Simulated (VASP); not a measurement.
Set up this calculation in VASP 6.6.1, as the native input.

* Task: density of states
* Functional: PBEsol
* Potentials or basis: VASP PAW PBE potentials, release 64 (Hf_pv, C)
* Cutoff: 520 eV
* k mesh: 10 × 10 × 10
* Occupations: fermi-dirac, width 0.05 eV
* Spin: no spin polarisation
* Hubbard terms: Hf d U = 4.0 eV
* Dipole correction: no
* k mesh for the DOS: 15 × 15 × 15
* Occupations for the DOS: tetrahedron
* Further INCAR settings: ALGO = Normal; EDIFF = 1e-07

HfC:

```
Hf C
1.0
     0.00000    2.32500    2.32500
     2.32500    0.00000    2.32500
     2.32500    2.32500    0.00000
Hf C
1 1
Direct
  0.50000 0.50000 0.50000
  0.00000 0.00000 0.00000
```

The input as run:

POSCAR

```
HfC
1.0
    0.0000000000      2.3250000000      2.3250000000
    2.3250000000      0.0000000000      2.3250000000
    2.3250000000      2.3250000000      0.0000000000
Hf C
1 1
Direct
    0.5000000000      0.5000000000      0.5000000000
    0.0000000000      0.0000000000      0.0000000000
```

INCAR.step1

```
PREC     = Accurate       # precision mode
ENCUT    = 520            # plane-wave cutoff, eV
EDIFF    = 1E-7           # SCF threshold, eV
ISMEAR   = -1             # smearing method
SIGMA    = 0.05           # smearing width, eV
LREAL    = F              # projectors in reciprocal space
LASPH    = T              # aspherical terms in the spheres
NELM     = 150            # most SCF steps
ALGO     = Normal         # electronic algorithm
ISIF     = 2              # what is computed and relaxed
LWAVE    = F              # write WAVECAR
LCHARG   = T              # write CHGCAR
LMAXMIX  = 4              # l up to which the mixer works
LDAU     = T              # DFT+U
LDAUTYPE = 2            
LDAUL    = 2 -1           # shell
LDAUU    = 4 0            # U, eV
LDAUJ    = 0 0          
LDAUPRINT= 1            
GGA      = PS             # functional
NBANDS   = 14             # bands
```

KPOINTS.step1

```
regular mesh
0
Gamma
  10 10 10
```

INCAR.step2

```
PREC     = Accurate       # precision mode
ENCUT    = 520            # plane-wave cutoff, eV
EDIFF    = 1E-7           # SCF threshold, eV
ISMEAR   = -5             # smearing method
SIGMA    = 0.05           # smearing width, eV
LREAL    = F              # projectors in reciprocal space
LASPH    = T              # aspherical terms in the spheres
NELM     = 150            # most SCF steps
ALGO     = Normal         # electronic algorithm
ISIF     = 2              # what is computed and relaxed
LWAVE    = F              # write WAVECAR
LCHARG   = F              # write CHGCAR
LMAXMIX  = 4              # l up to which the mixer works
LDAU     = T              # DFT+U
LDAUTYPE = 2            
LDAUL    = 2 -1           # shell
LDAUU    = 4 0            # U, eV
LDAUJ    = 0 0          
LDAUPRINT= 1            
GGA      = PS             # functional
LORBIT   = 11             # projections on sites
NEDOS    = 2001           # points of the DOS
ICHARG   = 11             # starting density
```

KPOINTS.step2

```
regular mesh
0
Gamma
  15 15 15
```

Potentials or basis: VASP PAW PBE potentials, release 64 (Hf_pv, C).

Command:

```sh
$ cat potpaw_PBE.64/Hf_pv/POTCAR potpaw_PBE.64/C/POTCAR > POTCAR
$ cp INCAR.step1 INCAR
$ cp KPOINTS.step1 KPOINTS
$ mpirun -np 1 vasp_std > vasp.out
$ cp INCAR.step2 INCAR
$ cp KPOINTS.step2 KPOINTS
$ mpirun -np 1 vasp_std > vasp.out
```

Results of the run:

```
Valence electrons inside the program's atomic spheres : Hf 8.53; C 2.40
```

Caveat: spin-orbit coupling is left out, which moves the levels of the heavy elements; U without spin polarisation on a metal has little footing; the U is typed as a test and isn't derived for this compound.

It took 16 s on 1 thread of Intel(R) Xeon(R) Platinum 8559C (Emerald Rapids), with other jobs on the host, peak memory 0.16 GiB.
